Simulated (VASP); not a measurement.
SrCl2, 3 atoms in the cell. The structure is cubic, space group Fm-3m (No. 225). The conventional cell has a = 6.995 Å, b = 6.995 Å, c = 6.995 Å, α = 90.00°, β = 90.00°, γ = 90.00°. Sr (site symmetry m-3m) has 8 Cl at 3.03 Å within 4.0 Å. Within 4.0 Å of Cl (site symmetry -43m) lie 4 Sr at 3.03 Å and 6 Cl at 3.50 Å. 

- Program: VASP 6.6.1
- Task: single point
- Functional: PBEsol
- Potentials or basis: VASP PAW PBE potentials, release 64 (Sr_sv, Cl)
- Cutoff: 500 eV
- k mesh: 4 × 4 × 4
- Occupations: tetrahedron
- Spin: no spin polarisation
- Dipole correction: no
- Further INCAR settings: ALGO = Normal; EDIFF = 1e-06; NBANDS = 19

Potentials or basis: VASP PAW PBE potentials, release 64 (Sr_sv, Cl).

The run is started by

```bash
$ cat potpaw_PBE.64/Sr_sv/POTCAR potpaw_PBE.64/Cl/POTCAR > POTCAR
$ mpirun -np 1 vasp_std > vasp.out
```

Hardware: 1 thread of Intel Xeon 8259CL, on a shared host.

Question: How long does it take, and how much memory?

Answer: Wall time 26 s on 1 thread of Intel Xeon 8259CL (shared host), peak memory 0.2 GiB. Counts: scf iterations 13, k points 8.
